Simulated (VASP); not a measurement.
# Si in VASP: a series of runs

The runs below take Si through single point, with PBE.

Program: VASP 6.6.1. These are calculated values, not measurements. Logs are shortened: lines on timing, memory, paths and dates and some standing lists are left out, and cuts for length are marked.

### Step 1. The cell of the first run

The cell holds a sheet with vacuum, 3 atoms: a = 2.623 Å, b = 2.623 Å, c = 19.000 Å, α = 90.00°, β = 90.00°, γ = 90.00°.

The cell was generated, and may not be a known phase.

### Step 2. Single point, PBE

Input file INCAR:

```
  ALGO = Normal
  DIPOL = 0.5 0.5 0.494
  EDIFF = 1E-7
  ENCUT = 520
  GGA = PE
  IDIPOL = 3
  ISIF = 2
  ISMEAR = 0
  LASPH = True
  LCHARG = False
  LDIPOL = True
  LREAL = False
  LWAVE = False
  NBANDS = 13
  NELM = 60
  PREC = Accurate
  SIGMA = 0.1
```

Input file KPOINTS:

```
k-points
0
Gamma
  6 6 1
```

Input file POSCAR:

```
Si
1.0
    2.6233530000      0.0000000000      0.0000000000
    0.0000000000      2.6233530000      0.0000000000
    0.0000000000      0.0000000000     19.0000000000
Si
3
Direct
    0.5000000000      0.5000000000      0.6083310600
    0.5000000000      0.5000000000      0.4832796100
    0.5000000000      0.5000000000      0.3916689400
```

Potentials or basis: VASP PAW PBE potentials, release 64 (Si).

Launch:

```
> cat potpaw_PBE.64/Si/POTCAR > POTCAR
> mpirun -np 1 vasp_std > vasp.out
```

OUTCAR:

```text
EDIFF = 1E-7
   ENCUT = 520
   GGA = PE
   ISIF = 2
   ISMEAR = 0
   LASPH = True
   LREAL = False
   NELM = 60
   PREC = Accurate

 ion  position               nearest neighbor table
   1  0.500  0.500  0.608-   2 2.38
   2  0.500  0.500  0.483-   3 1.74   1 2.38   3 3.15   3 3.15   3 3.15   3 3.15
   3  0.500  0.500  0.392-   2 1.74   2 3.15   2 3.15   2 3.15   2 3.15

  LATTYP: Found a simple tetragonal cell.
 ALAT       =     2.6233530000
 C/A-ratio  =     7.2426394770

  Lattice vectors:

 A1 = (   2.6233530000,   0.0000000000,   0.0000000000)
 A2 = (   0.0000000000,   2.6233530000,   0.0000000000)
 A3 = (   0.0000000000,   0.0000000000,  19.0000000000)

Analysis of symmetry for initial positions (statically):
=====================================================================
 Subroutine PRICEL returns:
 Original cell was already a primitive cell.

 Routine SETGRP: Setting up the symmetry group for a
 simple tetragonal supercell.

 Subroutine GETGRP returns: Found  8 space group operations
 (whereof  8 operations were pure point group operations)
 out of a pool of 16 trial point group operations.

The static configuration has the point symmetry C_4v.

Analysis of symmetry for dynamics (positions and initial velocities):
=====================================================================
 Subroutine PRICEL returns:
 Original cell was already a primitive cell.

 Routine SETGRP: Setting up the symmetry group for a
 simple tetragonal supercell.

 Subroutine GETGRP returns: Found  8 space group operations
 (whereof  8 operations were pure point group operations)
 out of a pool of 16 trial point group operations.

The dynamic configuration has the point symmetry C_4v.

 Subroutine INISYM returns: Found  8 space group operations
 (whereof  8 operations are pure point group operations),
 and found     1 'primitive' translations

----------------------------------------------------------------------------------------

                                     Primitive cell

  volume of cell :     130.7576

  direct lattice vectors                    reciprocal lattice vectors
     2.623353000  0.000000000  0.000000000     0.381191551  0.000000000  0.000000000
     0.000000000  2.623353000  0.000000000     0.000000000  0.381191551  0.000000000
     0.000000000  0.000000000 19.000000000     0.000000000  0.000000000  0.052631579

  length of vectors
     2.623353000  2.623353000 19.000000000     0.381191551  0.381191551  0.052631579

  position of ions in fractional coordinates (direct lattice)
     0.500000000  0.500000000  0.608331060
     0.500000000  0.500000000  0.483279610
     0.500000000  0.500000000  0.391668940

  ion indices of the primitive-cell ions
   primitive index   ion index
                 1           1
                 2           2
                 3           3

----------------------------------------------------------------------------------------

 KPOINTS: k-points

Automatic generation of k-mesh.
 Grid dimensions read from file:
 generate k-points for:    6    6    1

 Generating k-lattice:

  Cartesian coordinates                     Fractional coordinates (reciprocal lattice)
     0.063531925  0.000000000  0.000000000     0.166666667  0.000000000  0.000000000
     0.000000000  0.063531925  0.000000000     0.000000000  0.166666667  0.000000000
     0.000000000  0.000000000  0.052631579     0.000000000  0.000000000  1.000000000

  Length of vectors
     0.063531925  0.063531925  0.052631579

  Shift w.r.t. Gamma in fractional coordinates (k-lattice)
     0.000000000  0.000000000  0.000000000

 Subroutine IBZKPT returns following result:
 ===========================================

 Found     10 irreducible k-points:

 Following reciprocal coordinates:
            Coordinates               Weight
  0.000000  0.000000  0.000000      1.000000
  0.166667  0.000000  0.000000      4.000000
  0.333333  0.000000  0.000000      4.000000
  0.500000  0.000000  0.000000      2.000000
  0.166667  0.166667  0.000000      4.000000
  0.333333  0.166667  0.000000      8.000000
  0.500000  0.166667  0.000000      4.000000
  0.333333  0.333333  0.000000      4.000000
  0.500000  0.333333  0.000000      4.000000
  0.500000  0.500000  0.000000      1.000000
   k-points           NKPTS =     10   k-points in BZ     NKDIM =     10   number of bands    NBANDS=     13
   number of dos      NEDOS =    301   number of ions     NIONS =      3
   total plane-waves  NPLWV =  57600
   dimension x,y,z NGX =    20 NGY =   20 NGZ =  144
   dimension x,y,z NGXF=    40 NGYF=   40 NGZF=  288
   ions per type =               3
   NGX,Y,Z   is equivalent  to a cutoff of  12.67, 12.67, 12.60 a.u.
   NGXF,Y,Z  is equivalent  to a cutoff of  25.35, 25.35, 25.20 a.u.
 SYSTEM =  unknown system
   PREC   = accura    normal or accurate (medium, high low for compatibility)
   ISTART =      0    job   : 0-new  1-cont  2-samecut
   ICHARG =      2    charge: 1-file 2-atom 10-const
   ISPIN  =      1    spin polarized calculation?
   LNONCOLLINEAR =      F non collinear calculations
   LSORBIT =      F    spin-orbit coupling
   LASPH  =      T    aspherical Exc in radial PAW
   ENCUT  =  520.0 eV  38.22 Ry    6.18 a.u.   4.88  4.88 35.33*2*pi/ulx,y,z
   NELM   =     60;   NELMIN=  2; NELMDL= -5     # of ELM steps
   EDIFF  = 0.1E-06   stopping-criterion for ELM
   LREAL  =      F    real-space projection
   EDIFFG = 0.1E-05   stopping-criterion for IOM
   NSW    =      0    number of steps for IOM
   IBRION =     -1    ionic relax: 0-MD 1-quasi-New 2-CG
   NFREE  =      0    steps in history (QN), initial steepest desc. (CG)
   ISIF   =      2    stress and relaxation
   ISYM   =      2    0-nonsym 1-usesym 2-fastsym
   POTIM  = 0.5000    time-step for ionic-motion
   TEBEG  =    0.0;   TEEND  =   0.0 temperature during run
   PSTRESS=    0.0 pullay stress
   NELECT =      12.0000    total number of electrons
   NUPDOWN=      -1.0000    fix difference up-down
   EMIN   =  10.00;   EMAX   =-10.00  energy-range for DOS
   EFERMI =   0.00;   METHOD = LEGACY
   ISMEAR =     0;   SIGMA  =   0.10  broadening in eV -4-tet -1-fermi 0-gaus
   EFERMI_NEDOS =   21; number of points for ismear=-14 and -15
   IALGO  =     38    algorithm
   IMIX   =      4    mixing-type and parameters
     AMIX     =   0.40;   BMIX     =  1.00
     AMIX_MAG =   1.60;   BMIX_MAG =  1.00
  volume/ion in A,a.u.               =      43.59       294.13
  Fermi-wavevector in a.u.,A,eV,Ry     =   0.738436  1.395442  7.419091  0.545288
  Thomas-Fermi vector in A             =   1.832358
   LORBIT       =      0    0 simple, 1 ext, 2 COOP (PROOUT), +10 PAW based schemes
   GGA     = PE    functional components
   LHFCALC =     F    Hartree Fock is set to
   AEXX    =    0.0000 exact exchange contribution
   IVDW    =     0    specifies the selected vdW correction
   LEPSILON=     F    determine dielectric tensor
   LRPA    =     F    only Hartree local field effects (RPA)
 non-spin polarized calculation
 Gauss-broadening in eV      SIGMA  =   0.10
  energy-cutoff  :      520.00
  volume of cell :      130.76
 maximum number of plane-waves:      3572
 NGX is ok and might be reduce to    20
   NGX =  9   NGY =  9   NGZ = 71

 dipolmoment           0.000000      0.000000      0.067543 electrons x Angstroem

 number of electron      11.9999999 magnetization

 dipolmoment           0.000000      0.000000     -0.014449 electrons x Angstroem

 Free energy of the ion-electron system (eV)
  ---------------------------------------------------
  ext. energy  EPLUGINS =         0.00000000
  ---------------------------------------------------
  free energy    TOTEN  =       -10.71190828 eV

  energy without entropy =      -10.70000576  energy(sigma->0) =      -10.70595702

 E-fermi :   0.2269     XC(G=0):  -4.5559

 val. band max:        0.1954657546   @ k =   0.1667   0.1667   0.0000
 cond. band min:       0.2588000360   @ k =   0.5000   0.3333   0.0000
 fundamental gap:      0.0633342814
 Fermi energy:         0.2269273761

 k-point     1 :       0.0000    0.0000    0.0000
  band No.  band energies     occupation
      1     -13.8452      2.00000
      2     -10.7868      2.00000
      3      -7.5557      2.00000
      4      -4.0714      2.00000
      5       0.3570      0.06586
      6       3.6671      0.00000
      7       4.3007      0.00000
      8       4.9953      0.00000
      9       4.9953      0.00000
     10       5.5445      0.00000
     11       5.9216      0.00000
     12       6.0690      0.00000
     13       7.6562      0.00000

 k-point     2 :       0.1667    0.0000    0.0000
  band No.  band energies     occupation
      1     -13.3005      2.00000
      2     -10.2300      2.00000
      3      -6.9908      2.00000
      4      -3.5899      2.00000
      5       0.0498      1.98773
      6       1.0853      0.00000
      7       3.1554      0.00000
      8       4.3843      0.00000
      9       4.9082      0.00000
     10       5.4231      0.00000
     11       6.0219      0.00000
     12       6.1893      0.00000
     13       6.6432      0.00000
[... 97 lines left out ...]
 k-point     9 :       0.5000    0.3333    0.0000
  band No.  band energies     occupation
      1      -8.0045      2.00000
      2      -5.2301      2.00000
      3      -4.6538      2.00000
      4      -2.4236      2.00000
      5      -1.4238      2.00000
      6      -1.0313      2.00000
      7       0.2588      0.65217
      8       0.8066      0.00000
      9       2.6511      0.00000
     10       3.3588      0.00000
     11       4.6582      0.00000
     12       5.4446      0.00000
     13       6.0023      0.00000

 k-point    10 :       0.5000    0.5000    0.0000
  band No.  band energies     occupation
      1      -6.1989      2.00000
      2      -4.0892      2.00000
      3      -4.0892      2.00000
      4      -2.6364      2.00000
      5      -1.1806      2.00000
      6      -1.1806      2.00000
      7       1.1149      0.00000
      8       1.4882      0.00000
      9       1.4882      0.00000
     10       1.7466      0.00000
     11       2.8658      0.00000
     12       3.5780      0.00000
     13       6.1630      0.00000

------------------------ aborting loop because EDIFF is reached ----------------------------------------

 vacuum level on the upper side and lower side of the slab       (xc-potential included)        -0.209         0.155

  FORCE on cell =-STRESS in cart. coord.  units (eV):
  Direction    XX          YY          ZZ          XY          YZ          ZX
  --------------------------------------------------------------------------------------
  -------------------------------------------------------------------------------------
  Total       -0.2944859     -0.2944859     30.9909543      0.0000000     -0.0000000      0.0000000
  in kB       -3.6083441     -3.6083441    379.7331082      0.0000000     -0.0000000      0.0000000
  external PRESSURE =     124.1721400 kB  Pullay stress =       0.0000000 kB

 VOLUME and BASIS-vectors are now :
 -----------------------------------------------------------------------------
  energy-cutoff  :      520.00
  volume of cell :      130.76
      direct lattice vectors                 reciprocal lattice vectors
     2.623353000  0.000000000  0.000000000     0.381191551  0.000000000  0.000000000
     0.000000000  2.623353000  0.000000000     0.000000000  0.381191551  0.000000000
     0.000000000  0.000000000 19.000000000     0.000000000  0.000000000  0.052631579

 POSITION                                       TOTAL-FORCE (eV/Angst)
 -----------------------------------------------------------------------------------
      1.31168      1.31168     11.55829        -0.000000      0.000000     -0.273869
      1.31168      1.31168      9.18231         0.000000      0.000000     18.455540
      1.31168      1.31168      7.44171        -0.000000      0.000000    -18.181672
 -----------------------------------------------------------------------------------
    total drift:                                0.000000     -0.000000      0.000025

  FREE ENERGIE OF THE ION-ELECTRON SYSTEM (eV)
  ---------------------------------------------------
  free  energy   TOTEN  =       -10.7119082753 eV

  energy  without entropy=      -10.7000057631  energy(sigma->0) =      -10.70595702

 vacuum level on the upper side and lower side of the slab         4.410         4.790
```

Wall time 25 s (1 thread of Intel Xeon 6975P-C (Granite Rapids), shared host); peak memory 0.22 GiB.

Results:

- Free energy: -10.7119 eV
- Largest force: 18.456 eV/Å
- Band gap on the k mesh: zero (bands 6 and 7 overlap by 4.42 eV)

Forces in eV/Å, atoms in the order of the input:
```
Si    0.000   0.000  -0.274
Si    0.000   0.000  18.456
Si    0.000   0.000 -18.182
```

Caveat: the k points lie up to 0.40 Å⁻¹ apart, too coarse for converged energies and pressures of a metal.

### Step 3. Single point, PBE

Input file INCAR:

```
SYSTEM = Si
  ALGO = Normal
  DIPOL = 0.5 0.5 0.494
  EDIFF = 1E-6
  ENCUT = 520
  GGA = PE
  IDIPOL = 3
  ISIF = 2
  ISMEAR = 0
  LASPH = .TRUE.
  LCHARG = .FALSE.
  LDIPOL = .TRUE.
  LREAL = .FALSE.
  LWAVE = .FALSE.
  NBANDS = 13
  NELM = 60
  PREC = Accurate
  SIGMA = 0.1
```

Input file KPOINTS:

```
k-points
0
G
  6 6 1
  0 0 0
```

POSCAR is that of step 2.

Potentials or basis: VASP PAW PBE potentials, release 64 (Si).

Launch:

```
> cat potpaw_PBE.64/Si/POTCAR > POTCAR
> mpirun -np 1 vasp_std > vasp.out
```

Run time: 19 s. Hardware: 1 thread of Intel Xeon 6975P-C (Granite Rapids), shared host; peak memory 0.22 GiB.

It converged, with:

```
Free energy            : -10.7119 eV
Largest force          : 18.456 eV/Å
Band gap on the k mesh : zero (bands 6 and 7 overlap by 4.42 eV)
```

Forces in eV/Å, atoms in the order of the input:
```
Si    0.000   0.000  -0.274
Si    0.000   0.000  18.456
Si    0.000   0.000 -18.182
```

Levels at points of the mesh, in eV from the Fermi level:
| k point | band 4 | band 5 | band 6 | band 7 | band 8 | band 9 |
| --- | --- | --- | --- | --- | --- | --- |
| (0.00, 0.00, 0.00) | -4.30 | 0.13 | 3.44 | 4.07 | 4.77 | 4.77 |
| (0.50, 0.00, 0.00) | -4.56 | -3.48 | -1.86 | -0.98 | 3.30 | 3.90 |
| (0.50, 0.50, 0.00) | -2.86 | -1.41 | -1.41 | 0.89 | 1.26 | 1.26 |

Caveat: the k points lie up to 0.40 Å⁻¹ apart, too coarse for converged energies and pressures of a metal.

The gap in the log of VASP goes by the Fermi energy; the results here count the filled bands.